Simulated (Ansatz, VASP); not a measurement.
## Two plane-wave programs on Ti3Al

File POSCAR:

```
Ti3Al
1.0
    0.0000000000      3.2317810000      3.2317810000
    3.2317810000      0.0000000000      3.2317810000
    3.2317810000      3.2317810000      0.0000000000
Ti Al
3 1
Direct
    0.7500000000      0.7500000000      0.7500000000
    0.2500000000      0.2500000000      0.2500000000
    0.0000000000      0.0000000000      0.0000000000
    0.5000000000      0.5000000000      0.5000000000
```

The input INCAR.step1:

```
  ALGO = Normal
  EDIFF = 1E-4
  ENCUT = 520
  GGA = PE
  ISMEAR = 0
  LASPH = T
  LCHARG = F
  LREAL = F
  LWAVE = T
  NBANDS = 28
  NELM = 100
  PREC = Accurate
  SIGMA = 0.1
```

INCAR.step2

```
  ALGO = Normal
  EDIFF = 1E-7
  ENCUT = 520
  ISIF = 2
  ISMEAR = 0
  ISTART = 1
  LASPH = T
  LCHARG = F
  LMIXTAU = T
  LREAL = F
  LWAVE = F
  METAGGA = R2SCAN
  NBANDS = 28
  NELM = 100
  PREC = Accurate
  SIGMA = 0.1
```

The input KPOINTS:

```
k-points
0
Gamma
  6 6 6
```

Input for Ansatz:

```yaml
crystal:
  lattice:
    - [0.0, 3.231781, 3.231781]
    - [3.231781, 0.0, 3.231781]
    - [3.231781, 3.231781, 0.0]
  atoms:
    - { symbol: Ti, position: [0.75, 0.75, 0.75] }
    - { symbol: Ti, position: [0.25, 0.25, 0.25] }
    - { symbol: Ti, position: [0.0, 0.0, 0.0] }
    - { symbol: Al, position: [0.5, 0.5, 0.5] }
basis:
  ecutwfc: 500
kpoints:
  mp_grid: { grid: [6, 6, 6] }
hamiltonian:
  xc: r2scan
scf:
  occupations: { method: gaussian, width: 0.1 }
  lower_state_search: "off"
output:
  forces: true
  stress: true
  eigenvalues: true
```

Alike in both runs: task single point; functional r2SCAN; k mesh 6 × 6 × 6; occupations gaussian, width 0.1 eV; no spin polarisation.

|  | VASP | Ansatz |
| --- | --- | --- |
| version | VASP 6.6.1 | Ansatz 0.2.0 |
| potentials or method | VASP PAW PBE potentials, release 64 (Ti_sv, Al), cutoff 520 eV | scalar-relativistic, plane waves, PAW |
| valence electrons in the cell | 39 | 39 |

VASP gave:

```
gap on the k mesh at the Fermi level (eV) : none
pressure (GPa)                            : -1.9
```

Task: Estimate Ansatz's values.

Result: gap on the k mesh at the Fermi level (eV): none; pressure (GPa): -2.2.

VASP's potentials were made for PBE, not for r2SCAN. A gap of «none» marks a metal or a gap that the smearing closes.
